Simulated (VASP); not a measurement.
# Zn (P6_3/mmc) in VASP: notebook

Runs on Zn. Level: LDA. Tasks: single point, relaxation of cell and atoms.

Program: VASP 6.6.1. These are calculated values, not measurements. Logs are shortened: lines on timing, memory, paths and dates and some standing lists are left out, and cuts for length are marked.

**1. The cell of the first run**

Symmetry: P6_3/mmc, No. 194, hexagonal system. Conventional cell: a = 2.529 Å, b = 2.529 Å, c = 4.338 Å, α = 90.00°, β = 90.00°, γ = 120.00°. Within 3.3 Å of Zn (site symmetry -6m2) lie 12 Zn at 2.53 to 2.61 Å.

**2. Single point, LDA**

INCAR reads:

```
ALGO     = Normal         # electronic algorithm
EDIFF    = 1E-6           # SCF threshold, eV
ENCUT    = 520            # plane-wave cutoff, eV
GGA      = CA             # functional
ISIF     = 2              # what is computed and relaxed
ISMEAR   = -1             # smearing method
LASPH    = T              # aspherical terms in the spheres
LCHARG   = F              # write CHGCAR
LREAL    = F              # projectors in reciprocal space
LWAVE    = F              # write WAVECAR
NBANDS   = 19             # bands
NELM     = 60             # most SCF steps
PREC     = Accurate       # precision mode
SIGMA    = 0.1            # smearing width, eV
```

KPOINTS reads:

```
k-points
0
Gamma
  17 17 9
```

POSCAR reads:

```
Zn
1.0
    2.5291336358      0.0000000000      0.0000000000
   -1.2645668179      2.1902939782      0.0000000000
    0.0000000000      0.0000000000      4.3379870175
Zn
2
Direct
    0.3333333333      0.6666666667      0.2500000000
    0.6666666667      0.3333333333      0.7500000000
```

Potentials or basis: VASP PAW LDA potentials, release 64 (Zn).

Launch:

```console
$ cat potpaw_LDA.64/Zn/POTCAR > POTCAR
$ mpirun -np 1 vasp_std > vasp.out
```

OUTCAR:

```text
EDIFF = 1E-6
   ENCUT = 520
   GGA = CA
   ISIF = 2
   ISMEAR = -1
   LASPH = T
   LREAL = F
   NELM = 60
   PREC = Accurate

 ion  position               nearest neighbor table
   1  0.333  0.667  0.250-   2 2.61   2 2.61   2 2.61   2 2.61   2 2.61   2 2.61
   2  0.667  0.333  0.750-   1 2.61   1 2.61   1 2.61   1 2.61   1 2.61   1 2.61

  LATTYP: Found a hexagonal cell.
 ALAT       =     2.5291336358
 C/A-ratio  =     1.7152067238

  Lattice vectors:

 A1 = (   2.5291336358,   0.0000000000,   0.0000000000)
 A2 = (  -1.2645668179,   2.1902939782,   0.0000000000)
 A3 = (   0.0000000000,   0.0000000000,   4.3379870175)

Analysis of symmetry for initial positions (statically):
=====================================================================
 Subroutine PRICEL returns:
 Original cell was already a primitive cell.

 Routine SETGRP: Setting up the symmetry group for a
 hexagonal supercell.

 Subroutine GETGRP returns: Found 24 space group operations
 (whereof 12 operations were pure point group operations)
 out of a pool of 24 trial point group operations.

The static configuration has the point symmetry D_3d.
 The point group associated with its full space group is D_6h.

Analysis of symmetry for dynamics (positions and initial velocities):
=====================================================================
 Subroutine PRICEL returns:
 Original cell was already a primitive cell.

 Routine SETGRP: Setting up the symmetry group for a
 hexagonal supercell.

 Subroutine GETGRP returns: Found 24 space group operations
 (whereof 12 operations were pure point group operations)
 out of a pool of 24 trial point group operations.

The dynamic configuration has the point symmetry D_3d.
 The point group associated with its full space group is D_6h.

 Subroutine INISYM returns: Found 24 space group operations
 (whereof 12 operations are pure point group operations),
 and found     1 'primitive' translations

----------------------------------------------------------------------------------------

                                     Primitive cell

  volume of cell :      24.0305

  direct lattice vectors                    reciprocal lattice vectors
     2.529133636  0.000000000  0.000000000     0.395392314  0.228279859  0.000000000
    -1.264566818  2.190293978  0.000000000     0.000000000  0.456559718  0.000000000
     0.000000000  0.000000000  4.337987017     0.000000000  0.000000000  0.230521667

  length of vectors
     2.529133636  2.529133636  4.337987017     0.456559718  0.456559718  0.230521667

  position of ions in fractional coordinates (direct lattice)
     0.333333333  0.666666667  0.250000000
     0.666666667  0.333333333  0.750000000

  ion indices of the primitive-cell ions
   primitive index   ion index
                 1           1
                 2           2

----------------------------------------------------------------------------------------

 KPOINTS: k-points

Automatic generation of k-mesh.
 Grid dimensions read from file:
 generate k-points for:   17   17    9

 Generating k-lattice:

  Cartesian coordinates                     Fractional coordinates (reciprocal lattice)
     0.023258371  0.013428227  0.000000000     0.058823529 -0.000000000  0.000000000
     0.000000000  0.026856454  0.000000000     0.000000000  0.058823529  0.000000000
     0.000000000  0.000000000  0.025613519     0.000000000  0.000000000  0.111111111

  Length of vectors
     0.026856454  0.026856454  0.025613519

  Shift w.r.t. Gamma in fractional coordinates (k-lattice)
     0.000000000  0.000000000  0.000000000

 Subroutine IBZKPT returns following result:
 ===========================================

 Found    165 irreducible k-points:

 Following reciprocal coordinates:
            Coordinates               Weight
  0.000000  0.000000  0.000000      1.000000
  0.058824  0.000000  0.000000      6.000000
  0.117647 -0.000000  0.000000      6.000000
  0.176471  0.000000  0.000000      6.000000
  0.235294 -0.000000  0.000000      6.000000
  0.294118 -0.000000  0.000000      6.000000
[... 16 lines left out ...]
  0.411765  0.117647  0.000000     12.000000
  0.176471  0.176471  0.000000      6.000000
 [... further k-points ...]
   k-points           NKPTS =    165   k-points in BZ     NKDIM =    165   number of bands    NBANDS=     19
   number of dos      NEDOS =    301   number of ions     NIONS =      2
   total plane-waves  NPLWV =  12800
   dimension x,y,z NGX =    20 NGY =   20 NGZ =   32
   dimension x,y,z NGXF=    40 NGYF=   40 NGZF=   64
   ions per type =               2
   NGX,Y,Z   is equivalent  to a cutoff of  13.15, 13.15, 12.26 a.u.
   NGXF,Y,Z  is equivalent  to a cutoff of  26.29, 26.29, 24.53 a.u.
 SYSTEM =  unknown system
   PREC   = accura    normal or accurate (medium, high low for compatibility)
   ISTART =      0    job   : 0-new  1-cont  2-samecut
   ICHARG =      2    charge: 1-file 2-atom 10-const
   ISPIN  =      1    spin polarized calculation?
   LNONCOLLINEAR =      F non collinear calculations
   LSORBIT =      F    spin-orbit coupling
   LASPH  =      T    aspherical Exc in radial PAW
   ENCUT  =  520.0 eV  38.22 Ry    6.18 a.u.   4.70  4.70  8.07*2*pi/ulx,y,z
   NELM   =     60;   NELMIN=  2; NELMDL= -5     # of ELM steps
   EDIFF  = 0.1E-05   stopping-criterion for ELM
   LREAL  =      F    real-space projection
   EDIFFG = 0.1E-04   stopping-criterion for IOM
   NSW    =      0    number of steps for IOM
   IBRION =     -1    ionic relax: 0-MD 1-quasi-New 2-CG
   NFREE  =      0    steps in history (QN), initial steepest desc. (CG)
   ISIF   =      2    stress and relaxation
   ISYM   =      2    0-nonsym 1-usesym 2-fastsym
   POTIM  = 0.5000    time-step for ionic-motion
   TEBEG  =    0.0;   TEEND  =   0.0 temperature during run
   PSTRESS=    0.0 pullay stress
   NELECT =      24.0000    total number of electrons
   NUPDOWN=      -1.0000    fix difference up-down
   EMIN   =  10.00;   EMAX   =-10.00  energy-range for DOS
   EFERMI =   0.00;   METHOD = LEGACY
   ISMEAR =    -1;   SIGMA  =   0.10  broadening in eV -4-tet -1-fermi 0-gaus
   EFERMI_NEDOS =   21; number of points for ismear=-14 and -15
   IALGO  =     38    algorithm
   IMIX   =      4    mixing-type and parameters
     AMIX     =   0.40;   BMIX     =  1.00
     AMIX_MAG =   1.60;   BMIX_MAG =  1.00
  volume/ion in A,a.u.               =      12.02        81.08
  Fermi-wavevector in a.u.,A,eV,Ry     =   1.636406  3.092359 36.434022  2.677825
  Thomas-Fermi vector in A             =   2.727718
   LORBIT       =      0    0 simple, 1 ext, 2 COOP (PROOUT), +10 PAW based schemes
   GGA     = CA    functional components
   LHFCALC =     F    Hartree Fock is set to
   AEXX    =    0.0000 exact exchange contribution
   IVDW    =     0    specifies the selected vdW correction
   LEPSILON=     F    determine dielectric tensor
   LRPA    =     F    only Hartree local field effects (RPA)
 non-spin polarized calculation
  energy-cutoff  :      520.00
  volume of cell :       24.03
 maximum number of plane-waves:       665
 NGX is ok and might be reduce to    20
   NGX =  9   NGY =  9   NGZ = 17

 number of electron      23.9999999 magnetization

 Free energy of the ion-electron system (eV)
  ---------------------------------------------------
  ext. energy  EPLUGINS =         0.00000000
  ---------------------------------------------------
  free energy    TOTEN  =        -3.62497622 eV

  energy without entropy =       -3.61529544  energy(sigma->0) =       -3.62013583

 E-fermi :   4.9952     XC(G=0): -13.2094

 val. band max:        4.9843813994   @ k =   0.2941   0.2941   0.3333
 cond. band min:       5.0780697837   @ k =   0.2941   0.0588   0.0000
 fundamental gap:      0.0936883843
 Fermi energy:         4.9952158277

 k-point     1 :       0.0000    0.0000    0.0000
  band No.  band energies     occupation
      1      -7.6514      2.00000
      2      -4.9682      2.00000
      3      -3.8383      2.00000
      4      -3.6583      2.00000
      5      -3.6583      2.00000
      6      -3.5443      2.00000
[... 11 lines left out ...]
     18      25.4507      0.00000
     19      25.4507      0.00000

 k-point     2 :       0.0588    0.0000    0.0000
  band No.  band energies     occupation
      1      -7.5377      2.00000
      2      -4.9162      2.00000
      3      -3.8401      2.00000
      4      -3.6581      2.00000
      5      -3.6257      2.00000
      6      -3.5584      2.00000
[... 11 lines left out ...]
     18      26.7079      0.00000
     19      27.0826      0.00000

 k-point     3 :       0.1176   -0.0000    0.0000
  band No.  band energies     occupation
      1      -7.2015      2.00000
      2      -4.7751      2.00000
      3      -3.8641      2.00000
      4      -3.6492      2.00000
      5      -3.5750      2.00000
      6      -3.5313      2.00000
[... 11 lines left out ...]
     18      25.9055      0.00000
     19      26.0903      0.00000

 k-point     4 :       0.1765    0.0000    0.0000
  band No.  band energies     occupation
      1      -6.6615      2.00000
      2      -4.5967      2.00000
      3      -3.9034      2.00000
      4      -3.6862      2.00000
      5      -3.6049      2.00000
      6      -3.4887      2.00000
[... 11 lines left out ...]
     18      23.4175      0.00000
     19      25.2174      0.00000

 k-point     5 :       0.2353   -0.0000    0.0000
  band No.  band energies     occupation
      1      -5.9694      2.00000
      2      -4.4847      2.00000
      3      -3.8783      2.00000
      4      -3.8763      2.00000
      5      -3.7222      2.00000
      6      -3.4191      2.00000
[... 11 lines left out ...]
     18      21.8319      0.00000
     19      25.9502      0.00000

 k-point     6 :       0.2941   -0.0000    0.0000
  band No.  band energies     occupation
      1      -5.2730      2.00000
      2      -4.5024      2.00000
      3      -4.1170      2.00000
      4      -3.7193      2.00000
      5      -3.6906      2.00000
      6      -3.4869      2.00000
[... 11 lines left out ...]
     18      21.2090      0.00000
     19      24.7944      0.00000

 k-point     7 :       0.3529    0.0000    0.0000
  band No.  band energies     occupation
      1      -4.8462      2.00000
      2      -4.5757      2.00000
      3      -4.3002      2.00000
      4      -3.6020      2.00000
      5      -3.5450      2.00000
      6      -3.5141      2.00000
[... 11 lines left out ...]
     18      20.8075      0.00000
     19      23.8899      0.00000

 k-point     8 :       0.4118    0.0000    0.0000
  band No.  band energies     occupation
      1      -4.7293      2.00000
      2      -4.6282      2.00000
      3      -4.4226      2.00000
      4      -3.5874      2.00000
      5      -3.5718      2.00000
      6      -3.5145      2.00000
[... 256 lines left out ...]
 k-point    20 :       0.2353    0.1176    0.0000
  band No.  band energies     occupation
      1      -5.0113      2.00000
      2      -4.3747      2.00000
      3      -4.1344      2.00000
      4      -3.9259      2.00000
      5      -3.6609      2.00000
      6      -3.6229      2.00000
[... 11 lines left out ...]
     18      21.4616      0.00000
     19      21.5854      0.00000

 k-point    21 :       0.2941    0.1176    0.0000
  band No.  band energies     occupation
      1      -4.6281      2.00000
      2      -4.4581      2.00000
      3      -4.2912      2.00000
      4      -3.6872      2.00000
      5      -3.6637      2.00000
      6      -3.5770      2.00000
[... 11 lines left out ...]
     18      20.7439      0.00000
     19      20.9602      0.00000

 k-point    22 :       0.3529    0.1176    0.0000
  band No.  band energies     occupation
      1      -4.5680      2.00000
      2      -4.4944      2.00000
      3      -4.3963      2.00000
      4      -3.6767      2.00000
      5      -3.5369      2.00000
      6      -3.4962      2.00000
[... 11 lines left out ...]
     18      20.2468      0.00000
     19      20.5437      0.00000

 k-point    23 :       0.4118    0.1176    0.0000
  band No.  band energies     occupation
      1      -4.6016      2.00000
      2      -4.4907      2.00000
      3      -4.4487      2.00000
      4      -3.6634      2.00000
      5      -3.6017      2.00000
      6      -3.4506      2.00000
[... 11 lines left out ...]
     18      19.9922      0.00000
     19      20.3354      0.00000

 k-point    24 :       0.1765    0.1765    0.0000
  band No.  band energies     occupation
      1      -5.0317      2.00000
      2      -4.2412      2.00000
      3      -4.1094      2.00000
      4      -4.0975      2.00000
      5      -3.6605      2.00000
      6      -3.6488      2.00000
[... 11 lines left out ...]
     18      19.8478      0.00000
     19      20.1970      0.00000

 [... further k-points ...]
[... 5 lines left out ...]
  --------------------------------------------------------------------------------------
  -------------------------------------------------------------------------------------
  Total        2.4175129      2.4175129      2.3762894      0.0000000     -0.0000000      0.0000000
  in kB      161.1821517    161.1821517    158.4336715      0.0000000     -0.0000000      0.0000000
  external PRESSURE =     160.2659916 kB  Pullay stress =       0.0000000 kB

 VOLUME and BASIS-vectors are now :
 -----------------------------------------------------------------------------
  energy-cutoff  :      520.00
  volume of cell :       24.03
      direct lattice vectors                 reciprocal lattice vectors
     2.529133636  0.000000000  0.000000000     0.395392314  0.228279859  0.000000000
    -1.264566818  2.190293978  0.000000000     0.000000000  0.456559718  0.000000000
     0.000000000  0.000000000  4.337987017     0.000000000  0.000000000  0.230521667

 POSITION                                       TOTAL-FORCE (eV/Angst)
 -----------------------------------------------------------------------------------
     -0.00000      1.46020      1.08450         0.000000      0.000000      0.000000
      1.26457      0.73010      3.25349        -0.000000      0.000000      0.000000
 -----------------------------------------------------------------------------------
    total drift:                               -0.000000      0.000000     -0.000000

  FREE ENERGIE OF THE ION-ELECTRON SYSTEM (eV)
  ---------------------------------------------------
  free  energy   TOTEN  =        -3.6249762208 eV

  energy  without entropy=       -3.6152954438  energy(sigma->0) =       -3.62013583
```

It took 44 s on 1 thread of Intel Xeon Platinum 8259CL at 2.50GHz (Skylake/Cascade Lake), shared host; peak memory 0.17 GiB.

What came out:

- Free energy: -3.6250 eV
- Pressure: 16.0 GPa
- Band gap on the k mesh: zero (band 12 reaches 6.53 eV, above the bottom of band 13 at 3.05 eV)

Levels at points of the mesh, in eV from the Fermi level:
```
           k point  band 10  band 11  band 12  band 13  band 14  band 15
(0.00, 0.00, 0.00)    -7.76    -7.76    -4.59    -1.95    18.57    18.57
```

**3. Single point, LDA**

INCAR reads:

```
  PREC = Accurate
  ENCUT = 520
  EDIFF = 1E-6
  ISMEAR = -1
  SIGMA = 0.1
  LREAL = False
  LASPH = True
  NELM = 80
  ALGO = Normal
  ISIF = 2
  LWAVE = False
  LCHARG = False
  NBANDS = 19
```

KPOINTS reads:

```
regular mesh
0
Gamma
  17 17 9
```

POSCAR reads:

```
Zn
1.0
    2.5289636458      0.0000000000      0.0000000000
   -1.2644818229      2.1901467625      0.0000000000
    0.0000000000      0.0000000000      4.3379356669
Zn
2
Direct
    0.3333333333      0.6666666667      0.2500000000
    0.6666666667      0.3333333333      0.7500000000
```

Potentials or basis: VASP PAW LDA potentials, release 64 (Zn).

Launch:

```console
$ cat potpaw_LDA.64/Zn/POTCAR > POTCAR
$ mpirun -np 1 vasp_std > vasp.out
```

Wall time 46 s (1 thread of Intel Xeon Platinum 8259CL at 2.50GHz (Skylake/Cascade Lake), shared host); peak memory 0.17 GiB.

The run converged. Its results:

```
Free energy            : -3.6246 eV
Pressure               : 16.1 GPa
Band gap on the k mesh : zero (band 12 reaches 6.53 eV, above the bottom of band 13 at 3.05 eV)
```

Stress tensor (GPa, compression positive):
```
16.15  0.00  0.00
 0.00 16.15  0.00
 0.00  0.00 15.86
```

Levels at points of the mesh, in eV from the Fermi level:
| k point | band 8 | band 9 | band 10 | band 11 | band 12 | band 13 | band 14 | band 15 | band 16 | band 17 |
| --- | --- | --- | --- | --- | --- | --- | --- | --- | --- | --- |
| (0.00, 0.00, 0.00) | -8.22 | -8.22 | -7.76 | -7.76 | -4.59 | -1.95 | 18.57 | 18.57 | 18.90 | 19.74 |

(Part 1 of 2 ends here.)
